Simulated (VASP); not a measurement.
Input of a VASP 6.6.1 run:

File INCAR:

```
SYSTEM = Rh
ALGO = Fast
EDIFF = 1E-6
ENCUT = 520
GGA = PE
ISIF = 2
ISMEAR = 0
LASPH = .True.
LCHARG = .True.
LELF = .True.
LREAL = .False.
LVHAR = .True.
LWAVE = .False.
NBANDS = 22
NELM = 80
PREC = Accurate
SIGMA = 0.1
```

KPOINTS

```
k-points
0
Gamma
  18 18 10
  0 0 0
```

Contents of POSCAR:

```
Rh
1.0
    2.7554213046      0.0000000000      0.0000000000
   -1.3777106523      2.3862648480      0.0000000000
    0.0000000000      0.0000000000      4.7338333166
Rh
2
Direct
    0.6666666700      0.3333333300      0.7500000000
    0.3333333300      0.6666666700      0.2500000000
```

Potentials or basis: VASP PAW PBE potentials, release 64 (Rh_pv).

Command:

```console
$ cat potpaw_PBE.64/Rh_pv/POTCAR > POTCAR
$ mpirun -np 1 vasp_std > vasp.out
```

**Question.** What does it give for the band gap on the k mesh?

**Answer.** Zero (bands 15 and 16 overlap by 2.12 eV).

**Question.** Predict the pressure.

**Answer.** -18.7 GPa.

Stress tensor (GPa, compression positive):
```
-15.31   0.00   0.00
  0.00 -15.31   0.00
  0.00   0.00 -25.63
```

Caveat: the cell differs from its parent crystal (strained); the cell stands under tension.
